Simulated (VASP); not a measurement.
Crystal: ZnS.

```
Zn S
1.0
     0.00000    2.71989    2.71989
     2.71989    0.00000    2.71989
     2.71989    2.71989    0.00000
Zn S
1 1
Direct
  0.75000 0.75000 0.75000
  0.00000 0.00000 0.00000
```

Base run:

- Program: VASP 6.6.1
- Functional: b88 exchange, pbe correlation
- Potentials or basis: VASP PAW PBE potentials, release 64 (Zn, S)
- Cutoff: 500 eV
- k mesh: 9 × 9 × 9
- Occupations: fermi-dirac, width 0.05 eV
- Spin: no spin polarisation

Its results: band gap on the k mesh 2.03 eV; pressure 0.2 GPa.

The run is repeated on the same cell with these changes: functional from b88 exchange, pbe correlation to r2SCAN50; cutoff from 500 eV to 520 eV; k mesh from 9 × 9 × 9 to 5 × 5 × 5. What comes out?

Band gap on the k mesh 5.99 eV; pressure -2.2 GPa.

Several settings changed at once.

Caveats: the PAW data sets were made with another functional, which shifts forces and pressure a little.

